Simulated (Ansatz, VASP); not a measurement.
Two plane-wave programs on Ti

The input INCAR:

```
SYSTEM = Ti
PREC     = Accurate       ! precision mode
ENCUT    = 520            ! plane-wave cutoff, eV
EDIFF    = 1E-6           ! SCF threshold, eV
ISMEAR   = 0              ! smearing method
SIGMA    = 0.15           ! smearing width, eV
LREAL    = .False.        ! projectors in reciprocal space
LASPH    = .True.         ! aspherical terms in the spheres
NELM     = 100            ! most SCF steps
ALGO     = Normal         ! electronic algorithm
ISIF     = 2              ! what is computed and relaxed
LWAVE    = .False.        ! write WAVECAR
LCHARG   = .False.        ! write CHGCAR
GGA      = PS             ! functional
NBANDS   = 12             ! bands
```

File KPOINTS:

```
Automatic mesh
0
Gamma
  20 20 20
  0 0 0
```

POSCAR

```
Ti
1.0
   -1.5753600000      1.5753600000      1.7722800000
    1.5753600000     -1.5753600000      1.7722800000
    1.5753600000      1.5753600000     -1.7722800000
Ti
1
Direct
    0.0000000000      0.0000000000      0.0000000000
```

Input for Ansatz:

```yaml
crystal:
  lattice:
    - [-1.57536, 1.57536, 1.77228]
    - [1.57536, -1.57536, 1.77228]
    - [1.57536, 1.57536, -1.77228]
  atoms:
    - { symbol: Ti, position: [0.0, 0.0, 0.0] }
basis:
  ecutwfc: 420
kpoints:
  mp_grid: { grid: [20, 20, 20] }
hamiltonian:
  xc: pbesol
scf:
  occupations: { method: gaussian, width: 0.15 }
output:
  forces: true
  stress: true
  eigenvalues: true
  write_density: true
  write_potential: true
  elf: true
  volumetric_format: npy
```

Change from the starting cell: strain -0.040 along x and y, +0.080 along z, atoms carried along.

Alike in both runs: task single point; functional PBEsol; k mesh 20 × 20 × 20; occupations gaussian, width 0.15 eV; no spin polarisation.

|  | VASP | Ansatz |
| --- | --- | --- |
| version | VASP 6.6.1 | Ansatz 0.2.0 |
| potentials or method | VASP PAW PBE potentials, release 64 (Ti_sv), cutoff 520 eV | scalar-relativistic, plane waves, PAW |
| valence electrons in the cell | 12 | 12 |

|  | VASP | Ansatz | Ansatz less VASP |
| --- | --- | --- | --- |
| gap on the k mesh at the Fermi level (eV) | none | none | - |
| pressure (GPa) | -6.1 | -5.9 | +0.20 |
| traceless stress, the component that is largest in VASP (GPa) | 1.59 | 1.60 | +0.004 |

VASP's potentials were made for PBE, not for PBEsol. A gap of «none» marks a metal or a gap that the smearing closes.
